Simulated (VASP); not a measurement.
MnS, 4 atoms in the cell. The structure is trigonal, space group R-3m (No. 166). Conventional cell: a = 3.507 Å, b = 3.507 Å, c = 8.541 Å, α = 90.00°, β = 90.00°, γ = 120.00°. Within 3.3 Å of Mn (site symmetry -3m) lie 6 S at 2.48 Å. S (site symmetry -3m) has 6 Mn at 2.48 Å within 3.3 Å. 

| Quantity | Value |
| --- | --- |
| Program | VASP 6.6.1 |
| Task | single point |
| Functional | PBE |
| Potentials or basis | VASP PAW PBE potentials, release 64 (Mn_pv, S) |
| Cutoff | 520 eV |
| k mesh | 7 × 7 × 7 |
| Occupations | fermi-dirac, width 0.1 eV |
| Spin | collinear spin, ferromagnetic start |
| Starting moments | [2.8, 2.8, 0.0, 0.0] μB |
| Hubbard terms | Mn d U = 4.4 eV, J = 0.9 eV |
| Dipole correction | no |
| LDAUTYPE | 1 |
| Hund's J | 0.9 |
| Further INCAR settings | ALGO = Normal; EDIFF = 1e-06; NBANDS = 31 |

Potentials or basis: VASP PAW PBE potentials, release 64 (Mn_pv, S).

Run with:

```bash
$ cat potpaw_PBE.64/Mn_pv/POTCAR potpaw_PBE.64/S/POTCAR > POTCAR
$ mpirun -np 1 vasp_std > vasp.out
```

Hardware: 1 thread of Oxide Virtual Turin-like Processor (shared host).

Problem. How long does it take, and how much memory?

Solution. Run time: 11 min on 1 thread of Oxide Virtual Turin-like Processor, on a shared host, peak memory 0.43 GiB. Counts: scf iterations 16, k points 44.
